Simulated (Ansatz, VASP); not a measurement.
**Au in VASP and in Ansatz**

```
CELL_PARAMETERS angstrom
-1.63487 1.63487 1.63487
1.63487 -1.63487 1.63487
1.63487 1.63487 -1.63487
ATOMIC_POSITIONS crystal
Au 0.00000 0.00000 0.00000
```

Alike in both runs: task single point; functional r2SCAN; k mesh 11 × 11 × 11; occupations fermi-dirac, width 0.05 eV; no spin polarisation.

```csv
,VASP,Ansatz
version,VASP 6.6.1,Ansatz 0.2.0
potentials or method,"VASP PAW PBE potentials, release 64 (Au)",Ansatz PAW
plane-wave cutoff (eV),520,500
valence electrons in the cell,11,19
```

|  | VASP | Ansatz | Ansatz less VASP |
| --- | --- | --- | --- |
| gap on the k mesh at the Fermi level (eV) | none | none | - |
| pressure (GPa) | 1.9 | 1.6 | -0.29 |

VASP's potentials were made for PBE, not for r2SCAN. A gap of «none» marks a metal or a gap that the smearing closes. The functional is the same, so the differences come from potentials, cutoffs and numerics. VASP's potentials hold 11 valence electrons a cell and Ansatz's 19, so a difference there can come from the potentials and not from the codes.

Neither program's run includes spin-orbit coupling.
